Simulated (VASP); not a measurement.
VN2:

```
V N
1.0
    -2.15075    2.15075    2.49135
     2.15075   -2.15075    2.49135
     2.15075    2.15075   -2.49135
V N
2 4
Cartesian
  0.0000 0.0000 1.2457
  0.0000 0.0000 3.7370
  2.6459 0.4951 0.0000
  1.6556 0.4951 2.4914
  -0.4951 1.6556 2.4914
  0.4951 1.6556 0.0000
```

Program: VASP 6.6.1. Alike in all runs: task single point; level PBE; potentials or basis VASP PAW PBE potentials, release 64 (V_sv, N); no spin polarisation; cell as given; cutoff (eV) 520. Hardware: 1 thread of Intel(R) Xeon(R) 6975P-C (Granite Rapids) (shared host).

Order these runs on this cell by their wall time, lowest first.
A. k mesh 12 × 12 × 12; smearing gaussian 0.2 eV
B. k mesh 8 × 8 × 8, shifted; smearing gaussian 0.1 eV
C. k mesh 4 × 4 × 4; smearing gaussian 0.1 eV
D. k mesh 1 × 1 × 1; smearing gaussian 0.1 eV

D (4.5 s), C (13 s), B (46 s), A (110 s).

Caveats: some runs use coarse meshes; the run has no spin polarisation, though such a crystal can be magnetic (some runs).
